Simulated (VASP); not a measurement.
Set up this calculation in VASP 6.6.1, as the native input.

```
Task                   : relaxation of cell and atoms
Functional             : PBEsol
Potentials or basis    : VASP PAW PBE potentials, release 64 (Ta_pv)
Cutoff                 : 600 eV
k mesh                 : 11 × 11 × 5
Occupations            : fermi-dirac, width 0.05 eV
Spin                   : no spin polarisation
Target pressure        : 30 GPa
Dipole correction      : no
Further INCAR settings : ALGO = Normal; EDIFF = 1e-07; IBRION = 2; EDIFFG = -0.01; NSW = 60; ISIF = 3
```

The structure of Ta lies in POSCAR:

```
Ta
1.0
    2.9003720726      0.0000000000      0.0000000000
   -1.4501860363      2.5117958953      0.0000000000
    0.0000000000      0.0000000000      5.1662740000
Ta
2
Direct
    0.3333333333      0.6666666667      0.2500000000
    0.6666666667      0.3333333333      0.7500000000
```

This isn't the form of Ta at room conditions, which is bcc.

The input as run:

INCAR

```
SYSTEM = Ta
ALGO = Normal
EDIFF = 1E-7
EDIFFG = -0.01
ENCUT = 600
GGA = PS
IBRION = 2
ISIF = 3
ISMEAR = -1
LASPH = .True.
LCHARG = .False.
LREAL = .False.
LWAVE = .False.
NELM = 60
NSW = 60
PREC = Accurate
PSTRESS = 300.0
SIGMA = 0.05
```

KPOINTS

```
k-points
0
Gamma
  11 11 5
  0 0 0
```

Potentials or basis: VASP PAW PBE potentials, release 64 (Ta_pv).

Run with:

```console
$ cat potpaw_PBE.64/Ta_pv/POTCAR > POTCAR
$ mpirun -np 1 vasp_std > vasp.out
```

It gave:

| Quantity | Value |
| --- | --- |
| Relaxed volume | 16.12 Å³/atom |
| Relaxed cell | a = 2.761 Å, b = 2.761 Å, c = 4.886 Å, α = 90.00°, β = 90.00°, γ = 120.00° |
| Space group after relaxing (to 0.1 Å) | P6_3/mmc (No. 194) |
| Energy change on relaxing (the run minimises the enthalpy) | +153.4 meV/atom |
| Ionic steps | 10 |
| Pressure after relaxing | 30.0 GPa |
| Band gap on the k mesh | zero (bands 11 and 12 overlap by 2.04 eV) |

Caveat: the cell is relaxed towards a set pressure, so the run minimises the enthalpy, not the energy; the PAW data sets were made with another functional, which shifts forces and pressure a little; spin-orbit coupling is left out, which moves the levels of the heavy elements.

Run time: 3.6 min on 1 thread of AMD EPYC 7R13, on a shared host, peak memory 0.16 GiB.
